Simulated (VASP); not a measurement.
Write the native input for VASP 6.6.1 that does the following.

| Item | Value |
| --- | --- |
| Task | single point |
| Functional | PBEsol |
| Potentials or basis | VASP PAW PBE potentials, release 64 (Zr_sv, S) |
| Cutoff | 520 eV |
| k mesh | 14 × 14 × 10 |
| Occupations | gaussian, width 0.1 eV |
| Spin | no spin polarisation |
| Dipole correction | no |
| Further INCAR settings | ALGO = Normal; EDIFF = 1e-06; NBANDS = 26 |

The structure of ZrS lies in POSCAR:

```
ZrS
1.0
    2.6347368577      2.6347368577      0.0000000000
   -2.5701599739      2.5701599739      0.0000000000
    0.0000000000      0.0000000000      5.1403199479
Zr S
2 2
Direct
    0.0000000000      0.0000000000      0.0000000000
    0.5000000000      0.5000000000      0.5000000000
    0.5000000000      0.5000000000      0.0000000000
    0.0000000000      0.0000000000      0.5000000000
```

This cell differs from its parent crystal: uniaxial strain along a: +2.0 %.

The input as run:

INCAR

```
SYSTEM = ZrS
PREC = Accurate
ENCUT = 520
EDIFF = 1E-6
ISMEAR = 0
SIGMA = 0.1
LREAL = .False.
LASPH = .True.
NELM = 80
ALGO = Normal
ISIF = 2
LWAVE = .False.
LCHARG = .True.
GGA = PS
LELF = .True.
LVHAR = .True.
NBANDS = 26
```

KPOINTS

```
Automatic mesh
0
Gamma
  14 14 10
  0 0 0
```

Potentials or basis: VASP PAW PBE potentials, release 64 (Zr_sv, S).

Launch:

```console
$ cat potpaw_PBE.64/Zr_sv/POTCAR potpaw_PBE.64/S/POTCAR > POTCAR
$ mpirun -np 1 vasp_std > vasp.out
```

Results of the run:

```
Pressure               : -1.2 GPa
Band gap on the k mesh : zero (bands 18 and 19 overlap by 2.94 eV)
```

Caveat: the cell differs from its parent crystal (uniaxial strain along a: +2.0 %); the PAW data sets were made with another functional, which shifts forces and pressure a little.

It took 7.8 min on 1 thread of Intel(R) Xeon(R) Platinum 8259CL CPU @ 2.50GHz (Skylake/Cascade Lake), with other jobs on the host, peak memory 0.61 GiB.
